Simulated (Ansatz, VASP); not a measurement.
# One calculation of ZrSi2, two programs

```xyz
3
Lattice="4.5592 0.0000 0.0000 -2.2796 3.9484 0.0000 0.0000 0.0000 2.9740" Properties=species:S:1:pos:R:3 pbc="T T T"
Zr    0.0000    2.6322    1.4870
Si    0.0000    0.0000    0.0000
Si    2.2796    1.3161    1.4870
```

Alike in both runs: functional PBE; k mesh 7 × 7 × 4; occupations gaussian, width 0.2 eV; no spin polarisation.

Ansatz relaxed the structure, and its values are those at the end. VASP's run is a single point on that final structure, the one shown.

```csv
,VASP,Ansatz
version,VASP 6.6.1,Ansatz 0.2.0
potentials or method,"VASP PAW PBE potentials, release 64 (Zr_sv, Si), cutoff 500 eV","scalar-relativistic, plane waves, PAW"
valence electrons in the cell,20,20
```

|  | VASP | Ansatz | Ansatz less VASP |
| --- | --- | --- | --- |
| gap on the k mesh at the Fermi level (eV) | none | none | - |
| pressure (GPa) | -0.2 | -0.3 | -0.04 |

A gap of «none» marks a metal or a gap that the smearing closes. The functional is the same, so the differences come from potentials, cutoffs and numerics.

The k mesh is coarse, so the values compare programs but aren't converged.
